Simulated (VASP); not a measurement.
NaTa4F, 6 atoms in the cell. Symmetry: F-43m, No. 216, cubic system. Conventional cell: a = 7.201 Å, b = 7.201 Å, c = 7.201 Å, α = 90.00°, β = 90.00°, γ = 90.00°. Within 3.9 Å of Na (site symmetry -43m) lie 12 Ta at 2.99 Å and 4 F at 3.12 Å. Ta (site symmetry 3m) has 6 Ta at 2.52 to 2.58 Å and 3 F at 2.98 Å and 3 Na at 2.99 Å within 3.3 Å. Within 3.9 Å of F (site symmetry -43m) lie 12 Ta at 2.98 Å and 4 Na at 3.12 Å. The cell was generated, and may not be a known phase.

```yaml
Program: VASP 6.6.1
Task: single point
Functional: PBE
Potentials_or_basis: VASP PAW PBE potentials, release 64 (Na_pv, Ta_pv, F)
Cutoff: 520 eV
k_mesh: 4 × 4 × 4
Occupations: gaussian, width 0.1 eV
Spin: no spin polarisation
Dipole_correction: no
Further_INCAR_settings: ALGO = Normal; EDIFF = 1e-07; NBANDS = 38
```

Potentials or basis: VASP PAW PBE potentials, release 64 (Na_pv, Ta_pv, F).

Command:

```bash
$ cat potpaw_PBE.64/Na_pv/POTCAR potpaw_PBE.64/Ta_pv/POTCAR potpaw_PBE.64/F/POTCAR > POTCAR
$ mpirun -np 1 vasp_std > vasp.out
```

Hardware: 1 thread of Intel(R) Xeon(R) 6975P-C (Granite Rapids) (shared host).

Q: Estimate the wall time of this run.

A: It took 23 s on 1 thread of Intel(R) Xeon(R) 6975P-C (Granite Rapids) (shared host), peak memory 0.24 GiB. Counts: scf iterations 17, k points 8.
